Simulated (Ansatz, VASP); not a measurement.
Two plane-wave programs on ZnS

File POSCAR:

```
ZnS
1.0
    0.0000000000      2.7549938462      2.7549938462
    2.7549938462      0.0000000000      2.7549938462
    2.7549938462      2.7549938462      0.0000000000
Zn S
1 1
Direct
    0.7500000000      0.7500000000      0.7500000000
    0.0000000000      0.0000000000      0.0000000000
```

INCAR.step1

```
  ALGO = Normal
  EDIFF = 1E-5
  ENCUT = 520
  GGA = PE
  ISIF = 2
  ISMEAR = -1
  LASPH = T
  LREAL = F
  LWAVE = T
  NBANDS = 16
  NELM = 80
  PREC = Accurate
  SIGMA = 0.05
```

INCAR.step2

```
  AEXX = 0.25
  ALGO = Normal
  EDIFF = 1E-6
  ENCUT = 520
  GGA = PS
  ISIF = 2
  ISMEAR = -1
  ISTART = 1
  LASPH = T
  LCHARG = T
  LELF = T
  LHFCALC = T
  LREAL = F
  LVHAR = T
  LWAVE = F
  NBANDS = 16
  NELM = 80
  PREC = Accurate
  PRECFOCK = Normal
  SIGMA = 0.05
```

Contents of KPOINTS:

```
k-points
0
Gamma
  5 5 5
```

input.yaml

```yaml
crystal:
  lattice:
    - [0.0, 2.7549938462, 2.7549938462]
    - [2.7549938462, 0.0, 2.7549938462]
    - [2.7549938462, 2.7549938462, 0.0]
  atoms:
    - { symbol: Zn, position: [0.75, 0.75, 0.75] }
    - { symbol: S, position: [0.0, 0.0, 0.0] }
hamiltonian:
  xc: { exchange: pbesol, correlation: pbesol, exx: { coeff: 0.25 } }
  pseudopotentials: { kind: paw }
kpoints:
  mp_grid: { grid: [5, 5, 5] }
scf:
  occupations: { method: fermi_dirac, width: 0.05 }
output:
  forces: true
  stress: true
  eigenvalues: true
  write_density: true
  write_potential: true
  elf: true
  volumetric_format: npy
```

Alike in both runs: task single point; functional PBEsol-based global hybrid with a share of 0.25 of exact exchange; k mesh 5 × 5 × 5; occupations fermi-dirac, width 0.05 eV; no spin polarisation.

|  | VASP | Ansatz |
| --- | --- | --- |
| version | VASP 6.6.1 | Ansatz 0.2.0 |
| potentials or method | VASP PAW PBE potentials, release 64 (Zn, S) | Ansatz PAW |
| plane-wave cutoff (eV) | 520 | 420 |
| valence electrons in the cell | 18 | 18 |

```csv
,VASP,Ansatz,Ansatz less VASP
gap on the k mesh at the Fermi level (eV),3.62,3.60,-0.018
least direct gap on the mesh (eV),3.62,3.60,-0.018
pressure (GPa),-5.7,-5.6,+0.11
```

VASP's potentials were made for PBE, not for PBEsol-based global hybrid. With one functional, cell and mesh, what is left measures potentials, basis and numerics.

Noted on Ansatz's run: odd divisions of the mesh miss points on the zone boundary, where band edges often lie, so the gap on the mesh can be too wide.
